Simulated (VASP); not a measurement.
# CaSe (Immm) in VASP: a series of runs

Runs on CaSe. Level: PBEsol. Tasks: single point.

Everything below comes from runs of VASP 6.6.1. Logs are shortened: lines on timing, memory, paths and dates and some standing lists are left out, and cuts for length are marked.

## (1) The cell of the first run

It takes space group Immm (No. 71, orthorhombic). Conventional cell: a = 3.971 Å, b = 4.389 Å, c = 5.912 Å, α = 90.00°, β = 90.00°, γ = 90.00°. Ca (site symmetry mmm) has 6 Se at 2.96 Å and 2 Ca at 3.97 Å within 4.0 Å. Se (site symmetry mmm) has 6 Ca at 2.96 Å and 2 Se at 3.97 Å within 4.0 Å.

## (2) Single point, PBEsol (strain -0.1000 x Voigt [0, 0, 0, 0, 0, 1])

INCAR

```
ALGO = Normal
EDIFF = 1E-7
ENCUT = 520
GGA = PS
ISIF = 2
ISMEAR = 0
LASPH = T
LCHARG = T
LELF = T
LREAL = F
LVHAR = T
LWAVE = F
NBANDS = 15
NELM = 100
PREC = Accurate
SIGMA = 0.05
```

KPOINTS

```
k-points
0
Gamma
  8 8 8
```

POSCAR

```
CaSe
1.0
   -0.1478000000      2.9560000000      2.9560000000
    2.9560000000     -0.1478000000      2.9560000000
    2.8082000000      2.8082000000      0.0000000000
Ca Se
1 1
Direct
    0.0000000000      0.0000000000      0.0000000000
    0.5000000000      0.5000000000      0.5000000000
```

Potentials or basis: VASP PAW PBE potentials, release 64 (Ca_sv, Se).

On the command line:

```
$ cat potpaw_PBE.64/Ca_sv/POTCAR potpaw_PBE.64/Se/POTCAR > POTCAR
$ mpirun -np 1 vasp_std > vasp.out
```

OUTCAR:

```text
EDIFF = 1E-7
   ENCUT = 520
   GGA = PS
   ISIF = 2
   ISMEAR = 0
   LASPH = T
   LREAL = F
   NELM = 100
   PREC = Accurate

 ion  position               nearest neighbor table
   1  0.000  0.000  0.000-   2 2.96   2 2.96   2 2.96   2 2.96   2 2.96   2 2.96
   2  0.500  0.500  0.500-   1 2.96   1 2.96   1 2.96   1 2.96   1 2.96   1 2.96

  LATTYP: Found a body centered orthorhombic cell.
 ALAT       =     3.9713945259
 B/A-ratio  =     1.1052631579
 C/A-ratio  =     1.4886458551

  Lattice vectors:

 A1 = (   0.1478000000,  -2.9560000000,  -2.9560000000)
 A2 = (  -0.1478000000,   2.9560000000,  -2.9560000000)
 A3 = (   2.9560000000,  -0.1478000000,   2.9560000000)

Analysis of symmetry for initial positions (statically):
=====================================================================
 Subroutine PRICEL returns:
 Original cell was already a primitive cell.

 Routine SETGRP: Setting up the symmetry group for a
 body centered orthorhombic supercell.

 Subroutine GETGRP returns: Found  8 space group operations
 (whereof  8 operations were pure point group operations)
 out of a pool of  8 trial point group operations.

The static configuration has the point symmetry D_2h.

Analysis of symmetry for dynamics (positions and initial velocities):
=====================================================================
 Subroutine PRICEL returns:
 Original cell was already a primitive cell.

 Routine SETGRP: Setting up the symmetry group for a
 body centered orthorhombic supercell.

 Subroutine GETGRP returns: Found  8 space group operations
 (whereof  8 operations were pure point group operations)
 out of a pool of  8 trial point group operations.

The dynamic configuration has the point symmetry D_2h.

 Subroutine INISYM returns: Found  8 space group operations
 (whereof  8 operations are pure point group operations),
 and found     1 'primitive' translations

----------------------------------------------------------------------------------------

                                     Primitive cell

  volume of cell :      51.5295

  direct lattice vectors                    reciprocal lattice vectors
    -0.147800000  2.956000000  2.956000000    -0.161092854  0.161092854  0.169147497
     2.956000000 -0.147800000  2.956000000     0.161092854 -0.161092854  0.169147497
     2.808200000  2.808200000  0.000000000     0.178049996  0.178049996 -0.169147497

  length of vectors
     4.183027234  4.183027234  3.971394526     0.283747583  0.283747583  0.303338883

  position of ions in fractional coordinates (direct lattice)
     0.000000000  0.000000000  0.000000000
     0.500000000  0.500000000  0.500000000

  ion indices of the primitive-cell ions
   primitive index   ion index
                 1           1
                 2           2

----------------------------------------------------------------------------------------

 KPOINTS: k-points

Automatic generation of k-mesh.
 Grid dimensions read from file:
 generate k-points for:    8    8    8

 Generating k-lattice:

  Cartesian coordinates                     Fractional coordinates (reciprocal lattice)
    -0.020136607  0.020136607  0.021143437     0.125000000 -0.000000000  0.000000000
     0.020136607 -0.020136607  0.021143437    -0.000000000  0.125000000  0.000000000
     0.022256250  0.022256250 -0.021143437     0.000000000  0.000000000  0.125000000

  Length of vectors
     0.035468448  0.035468448  0.037917360

  Shift w.r.t. Gamma in fractional coordinates (k-lattice)
     0.000000000  0.000000000  0.000000000

 Subroutine IBZKPT returns following result:
 ===========================================

 Found     95 irreducible k-points:

 Following reciprocal coordinates:
            Coordinates               Weight
  0.000000  0.000000  0.000000      1.000000
  0.125000 -0.000000  0.000000      4.000000
  0.250000 -0.000000  0.000000      4.000000
  0.375000 -0.000000  0.000000      4.000000
  0.500000 -0.000000  0.000000      2.000000
  0.125000  0.125000  0.000000      2.000000
[... 16 lines left out ...]
  0.125000  0.000000  0.125000      4.000000
  0.250000 -0.000000  0.125000      8.000000
 [... further k-points ...]
   k-points           NKPTS =     95   k-points in BZ     NKDIM =     95   number of bands    NBANDS=     15
   number of dos      NEDOS =    301   number of ions     NIONS =      2
   total plane-waves  NPLWV =  30720
   dimension x,y,z NGX =    32 NGY =   32 NGZ =   30
   dimension x,y,z NGXF=    64 NGYF=   64 NGZF=   60
   ions per type =               1   1
   NGX,Y,Z   is equivalent  to a cutoff of  12.72, 12.72, 12.56 a.u.
   NGXF,Y,Z  is equivalent  to a cutoff of  25.44, 25.44, 25.12 a.u.
 SYSTEM =  unknown system
   PREC   = accura    normal or accurate (medium, high low for compatibility)
   ISTART =      0    job   : 0-new  1-cont  2-samecut
   ICHARG =      2    charge: 1-file 2-atom 10-const
   ISPIN  =      1    spin polarized calculation?
   LNONCOLLINEAR =      F non collinear calculations
   LSORBIT =      F    spin-orbit coupling
   LASPH  =      T    aspherical Exc in radial PAW
   ENCUT  =  520.0 eV  38.22 Ry    6.18 a.u.   7.78  7.78  7.38*2*pi/ulx,y,z
   NELM   =    100;   NELMIN=  2; NELMDL= -5     # of ELM steps
   EDIFF  = 0.1E-06   stopping-criterion for ELM
   LREAL  =      F    real-space projection
   EDIFFG = 0.1E-05   stopping-criterion for IOM
   NSW    =      0    number of steps for IOM
   IBRION =     -1    ionic relax: 0-MD 1-quasi-New 2-CG
   NFREE  =      0    steps in history (QN), initial steepest desc. (CG)
   ISIF   =      2    stress and relaxation
   ISYM   =      2    0-nonsym 1-usesym 2-fastsym
   POTIM  = 0.5000    time-step for ionic-motion
   TEBEG  =    0.0;   TEEND  =   0.0 temperature during run
   PSTRESS=    0.0 pullay stress
   NELECT =      16.0000    total number of electrons
   NUPDOWN=      -1.0000    fix difference up-down
   EMIN   =  10.00;   EMAX   =-10.00  energy-range for DOS
   EFERMI =   0.00;   METHOD = LEGACY
   ISMEAR =     0;   SIGMA  =   0.05  broadening in eV -4-tet -1-fermi 0-gaus
   EFERMI_NEDOS =   21; number of points for ismear=-14 and -15
   IALGO  =     38    algorithm
   IMIX   =      4    mixing-type and parameters
     AMIX     =   0.40;   BMIX     =  1.00
     AMIX_MAG =   1.60;   BMIX_MAG =  1.00
  volume/ion in A,a.u.               =      25.76       173.87
  Fermi-wavevector in a.u.,A,eV,Ry     =   1.108569  2.094892 16.720545  1.228925
  Thomas-Fermi vector in A             =   2.245098
   LORBIT       =      0    0 simple, 1 ext, 2 COOP (PROOUT), +10 PAW based schemes
   GGA     = PS    functional components
   LHFCALC =     F    Hartree Fock is set to
   AEXX    =    0.0000 exact exchange contribution
   IVDW    =     0    specifies the selected vdW correction
   LEPSILON=     F    determine dielectric tensor
   LRPA    =     F    only Hartree local field effects (RPA)
 non-spin polarized calculation
 Gauss-broadening in eV      SIGMA  =   0.05
  energy-cutoff  :      520.00
  volume of cell :       51.53
 maximum number of plane-waves:      1406
   NGX = 15   NGY = 15   NGZ = 15

 number of electron      16.0000004 magnetization

 Free energy of the ion-electron system (eV)
  ---------------------------------------------------
  ext. energy  EPLUGINS =         0.00000000
  ---------------------------------------------------
  free energy    TOTEN  =       -10.02832696 eV

  energy without entropy =      -10.02832696  energy(sigma->0) =      -10.02832696

 E-fermi :   3.0601     XC(G=0):  -9.3471

 val. band max:        2.7046785496   @ k =   0.0000   0.0000   0.0000
 cond. band min:       4.2601300181   @ k =   0.5000   0.5000   0.0000
 fundamental gap:      1.5554514685
 Fermi energy:         3.0601016304

 k-point     1 :       0.0000    0.0000    0.0000
  band No.  band energies     occupation
      1     -37.1770      2.00000
      2     -18.2589      2.00000
      3     -18.2499      2.00000
      4     -18.2416      2.00000
      5      -9.4535      2.00000
      6       2.1310      2.00000
      7       2.3595      2.00000
      8       2.7047      2.00000
      9       5.3286      0.00000
     10       5.6589      0.00000
     11       6.2106      0.00000
     12       6.4004      0.00000
     13       6.6709      0.00000
     14       6.6809      0.00000
     15      11.9562      0.00000

 k-point     2 :       0.1250   -0.0000    0.0000
  band No.  band energies     occupation
      1     -37.1761      2.00000
      2     -18.2631      2.00000
      3     -18.2602      2.00000
      4     -18.2458      2.00000
      5      -9.3648      2.00000
      6       1.4254      2.00000
      7       2.0646      2.00000
      8       2.4780      2.00000
      9       5.7344      0.00000
     10       6.0752      0.00000
     11       6.5709      0.00000
     12       6.5854      0.00000
     13       7.0204      0.00000
     14       7.0797      0.00000
     15      12.0736      0.00000

 k-point     3 :       0.2500   -0.0000    0.0000
  band No.  band energies     occupation
      1     -37.1740      2.00000
      2     -18.3030      2.00000
      3     -18.2633      2.00000
      4     -18.2472      2.00000
      5      -9.1399      2.00000
      6       0.2106      2.00000
      7       1.6282      2.00000
      8       2.0435      2.00000
      9       6.0593      0.00000
     10       6.5495      0.00000
     11       7.0450      0.00000
     12       7.8254      0.00000
     13       8.0396      0.00000
     14       8.0413      0.00000
     15      11.5554      0.00000
[... 343 lines left out ...]
 k-point    23 :       0.1250    0.0000    0.1250
  band No.  band energies     occupation
      1     -37.1755      2.00000
      2     -18.2752      2.00000
      3     -18.2547      2.00000
      4     -18.2483      2.00000
      5      -9.3305      2.00000
      6       1.3372      2.00000
      7       2.1274      2.00000
      8       2.2234      2.00000
      9       5.6215      0.00000
     10       5.9616      0.00000
     11       6.5948      0.00000
     12       6.6257      0.00000
     13       6.8409      0.00000
     14       7.9210      0.00000
     15      12.3534      0.00000

 k-point    24 :       0.2500   -0.0000    0.1250
  band No.  band energies     occupation
      1     -37.1738      2.00000
      2     -18.2900      2.00000
      3     -18.2678      2.00000
      4     -18.2541      2.00000
      5      -9.1692      2.00000
      6       0.4810      2.00000
      7       1.7075      2.00000
      8       1.9807      2.00000
      9       5.6902      0.00000
     10       6.7783      0.00000
     11       6.9746      0.00000
     12       7.0926      0.00000
     13       7.4014      0.00000
     14       9.0313      0.00000
     15      11.8304      0.00000

 [... further k-points ...]

------------------------ aborting loop because EDIFF is reached ----------------------------------------

  FORCE on cell =-STRESS in cart. coord.  units (eV):
  Direction    XX          YY          ZZ          XY          YZ          ZX
  --------------------------------------------------------------------------------------
  -------------------------------------------------------------------------------------
  Total       -0.2428123     -0.2428123     -0.3632229      0.8887897      0.0000000      0.0000000
  in kB       -7.5496196     -7.5496196    -11.2934750     27.6346143      0.0000000      0.0000000
  external PRESSURE =      -8.7975714 kB  Pullay stress =       0.0000000 kB

 VOLUME and BASIS-vectors are now :
 -----------------------------------------------------------------------------
  energy-cutoff  :      520.00
  volume of cell :       51.53
      direct lattice vectors                 reciprocal lattice vectors
    -0.147800000  2.956000000  2.956000000    -0.161092854  0.161092854  0.169147497
     2.956000000 -0.147800000  2.956000000     0.161092854 -0.161092854  0.169147497
     2.808200000  2.808200000  0.000000000     0.178049996  0.178049996 -0.169147497

 POSITION                                       TOTAL-FORCE (eV/Angst)
 -----------------------------------------------------------------------------------
      0.00000      0.00000      0.00000         0.000000      0.000000      0.000000
      2.80820      2.80820      2.95600         0.000000     -0.000000      0.000000
 -----------------------------------------------------------------------------------
    total drift:                                0.000000     -0.000000     -0.000000

  FREE ENERGIE OF THE ION-ELECTRON SYSTEM (eV)
  ---------------------------------------------------
  free  energy   TOTEN  =       -10.0283269648 eV

  energy  without entropy=      -10.0283269648  energy(sigma->0) =      -10.02832696
```

Wall time 34 s (1 thread of Intel Xeon 6975P-C (Granite Rapids), shared host); peak memory 0.23 GiB.

What came out:

```yaml
Free_energy: -10.0283 eV
Pressure: -0.9 GPa
Band_gap_on_the_k_mesh: 1.56 eV (least direct gap 2.39 eV)
```

Levels at points of the mesh, in eV from the valence-band top:
```tsv
k point	band 4	band 5	band 6	band 7	band 8	band 9	band 10	band 11	band 12	band 13
(0.00, 0.00, 0.00)	-20.95	-12.16	-0.57	-0.35	0.00	2.62	2.95	3.51	3.70	3.97
(0.50, 0.00, 0.00)	-20.95	-11.49	-3.74	-1.54	-1.13	4.22	4.60	5.26	5.27	6.99
(0.50, 0.50, 0.00)	-20.99	-11.57	-2.90	-1.64	-0.83	1.56	4.66	4.75	5.68	5.69
(0.00, 0.00, 0.50)	-20.95	-11.38	-3.61	-1.85	-1.55	3.89	4.93	5.07	5.66	7.13
(0.50, 0.00, 0.50)	-20.98	-11.54	-2.90	-1.28	-1.26	1.59	4.44	4.68	5.58	5.68
```

Caveat: the cell differs from its parent crystal (strain -0.1000 x Voigt [0, 0, 0, 0, 0, 1]); the PAW data sets were made with another functional, which shifts forces and pressure a little. A k mesh can miss the band edges.

## (3) Single point, PBEsol (strain +0.0750 x Voigt [0, 0, 0, 0, 0, 1])

INCAR

```
PREC = Accurate
ENCUT = 520
EDIFF = 1E-6
ISMEAR = 0
SIGMA = 0.05
LREAL = False
LASPH = True
NELM = 80
ALGO = Normal
ISIF = 2
LWAVE = False
LCHARG = False
GGA = PS
NBANDS = 15
```

KPOINTS

```
Automatic mesh
0
Gamma
  8 8 8
```

POSCAR

```
CaSe
1.0
    0.1108500000      2.9560000000      2.9560000000
    2.9560000000      0.1108500000      2.9560000000
    3.0668500000      3.0668500000      0.0000000000
Ca Se
1 1
Direct
    0.0000000000      0.0000000000      0.0000000000
    0.5000000000      0.5000000000      0.5000000000
```

Potentials or basis: VASP PAW PBE potentials, release 64 (Ca_sv, Se).

On the command line:

```
$ cat potpaw_PBE.64/Ca_sv/POTCAR potpaw_PBE.64/Se/POTCAR > POTCAR
$ mpirun -np 1 vasp_std > vasp.out
```

OUTCAR:

```text
PREC = Accurate
   ENCUT = 520
   EDIFF = 1E-6
   ISMEAR = 0
   LREAL = False
   LASPH = True
   NELM = 80
   ISIF = 2
   GGA = PS

 ion  position               nearest neighbor table
   1  0.000  0.000  0.000-   2 2.96   2 2.96   2 2.96   2 2.96   2 2.96   2 2.96
   2  0.500  0.500  0.500-   1 2.96   1 2.96   1 2.96   1 2.96   1 2.96   1 2.96

  LATTYP: Found a body centered orthorhombic cell.
 ALAT       =     4.0236497170
 B/A-ratio  =     1.0779220779
 C/A-ratio  =     1.4693127921

[... 621 lines left out ...]
------------------------ aborting loop because EDIFF is reached ----------------------------------------

  FORCE on cell =-STRESS in cart. coord.  units (eV):
  Direction    XX          YY          ZZ          XY          YZ          ZX
  --------------------------------------------------------------------------------------
  -------------------------------------------------------------------------------------
  Total       -0.2664911     -0.2664911     -0.3336915     -0.6604453      0.0000000      0.0000000
  in kB       -8.2767755     -8.2767755    -10.3639079    -20.5123448      0.0000000      0.0000000
  external PRESSURE =      -8.9724863 kB  Pullay stress =       0.0000000 kB

 VOLUME and BASIS-vectors are now :
 -----------------------------------------------------------------------------
  energy-cutoff  :      520.00
  volume of cell :       51.59
      direct lattice vectors                 reciprocal lattice vectors
     0.110850000  2.956000000  2.956000000    -0.175737659  0.175737659  0.169147497
     2.956000000  0.110850000  2.956000000     0.175737659 -0.175737659  0.169147497
     3.066850000  3.066850000  0.000000000     0.163033732  0.163033732 -0.169147497

 POSITION                                       TOTAL-FORCE (eV/Angst)
 -----------------------------------------------------------------------------------
      0.00000      0.00000      0.00000         0.000000      0.000000      0.000000
      3.06685      3.06685      2.95600        -0.000000     -0.000000     -0.000000
 -----------------------------------------------------------------------------------
    total drift:                                0.000000     -0.000000     -0.000000

  FREE ENERGIE OF THE ION-ELECTRON SYSTEM (eV)
  ---------------------------------------------------
  free  energy   TOTEN  =       -10.0474313552 eV

  energy  without entropy=      -10.0474313552  energy(sigma->0) =      -10.04743136
```

OSZICAR:

```text
N       E                     dE             d eps       ncg     rms          rms(c)
DAV:   1     0.106789083125E+03    0.10679E+03   -0.74877E+03  2850   0.988E+02
DAV:   2    -0.572712827555E+01   -0.11252E+03   -0.10682E+03  3536   0.243E+02
DAV:   3    -0.100047129858E+02   -0.42776E+01   -0.42366E+01  3874   0.454E+01
DAV:   4    -0.101981359618E+02   -0.19342E+00   -0.19335E+00  3968   0.822E+00
DAV:   5    -0.101996517610E+02   -0.15158E-02   -0.15157E-02  3804   0.782E-01    0.428E+00
DAV:   6    -0.100621517875E+02    0.13750E+00   -0.16515E-01  3459   0.229E+00    0.250E+00
DAV:   7    -0.100465521567E+02    0.15600E-01   -0.81925E-02  3742   0.190E+00    0.744E-01
DAV:   8    -0.100473457231E+02   -0.79357E-03   -0.10169E-02  3081   0.772E-01    0.107E-01
DAV:   9    -0.100473820153E+02   -0.36292E-04   -0.56947E-04  3679   0.235E-01    0.440E-02
DAV:  10    -0.100474278739E+02   -0.45859E-04   -0.12838E-04  3200   0.747E-02    0.127E-02
DAV:  11    -0.100474321362E+02   -0.42623E-05   -0.15666E-05  3781   0.363E-02    0.911E-03
DAV:  12    -0.100474313552E+02    0.78099E-06   -0.17684E-06  3037   0.824E-03
   1 F= -.10047431E+02 E0= -.10047431E+02  d E =-.132335E-16
```

Run time: 24 s. Hardware: 1 thread of Intel Xeon 6975P-C (Granite Rapids), shared host; peak memory 0.22 GiB.

Results:

- Free energy: -10.0474 eV
- Pressure: -0.9 GPa
- Band gap on the k mesh: 1.66 eV (least direct gap 2.52 eV)

Stress tensor (GPa, compression positive):
```
-0.83 -2.05  0.00
-2.05 -0.83  0.00
 0.00  0.00 -1.04
```

Caveat: the cell differs from its parent crystal (strain +0.0750 x Voigt [0, 0, 0, 0, 0, 1]); the PAW data sets were made with another functional, which shifts forces and pressure a little. A k mesh can miss the band edges.

## (4) Single point, PBEsol (strain +0.0875 x Voigt [0, 0, 0, 0, 0, 1])

Edit INCAR of step 3 so:

```diff
@@ -7,3 +7,3 @@
 LASPH = True
-NELM = 80
+NELM = 100
 ALGO = Normal
```

KPOINTS is that of step 3.

POSCAR

```
CaSe
1.0
    0.1293250000      2.9560000000      2.9560000000
    2.9560000000      0.1293250000      2.9560000000
    3.0853250000      3.0853250000      0.0000000000
Ca Se
1 1
Direct
    0.0000000000      0.0000000000      0.0000000000
    0.5000000000      0.5000000000      0.5000000000
```

On the command line:

```
$ cat potpaw_PBE.64/Ca_sv/POTCAR potpaw_PBE.64/Se/POTCAR > POTCAR
$ mpirun -np 1 vasp_std > vasp.out
```

Run time: 23 s. Hardware: 1 thread of Intel Xeon 6975P-C (Granite Rapids), shared host; peak memory 0.22 GiB.

The run converged. Its results:

```
Free energy            : -10.0386 eV
Pressure               : -0.9 GPa
Band gap on the k mesh : 1.61 eV (least direct gap 2.46 eV)
```

Stress tensor (GPa, compression positive):
```
-0.79 -2.41  0.00
-2.41 -0.79  0.00
 0.00  0.00 -1.08
```

Levels at points of the mesh, in eV from the valence-band top:
```tsv
k point	band 5	band 6	band 7	band 8	band 9	band 10	band 11	band 12
(0.00, 0.00, 0.00)	-12.11	-0.50	-0.29	0.00	2.71	3.05	3.52	3.70
(0.50, 0.00, 0.00)	-11.34	-3.57	-1.77	-1.50	3.96	5.01	5.13	5.64
(0.50, 0.50, 0.00)	-11.53	-2.85	-1.56	-0.85	1.61	4.70	4.78	5.73
(0.00, 0.00, 0.50)	-11.44	-3.69	-1.49	-1.14	4.25	4.71	5.30	5.30
(0.50, 0.00, 0.50)	-11.50	-2.85	-1.23	-1.21	1.64	4.52	4.73	5.65
```

Caveat: the cell differs from its parent crystal (strain +0.0875 x Voigt [0, 0, 0, 0, 0, 1]); the PAW data sets were made with another functional, which shifts forces and pressure a little. A k mesh can miss the band edges.

(Part 1 of 2 ends here.)
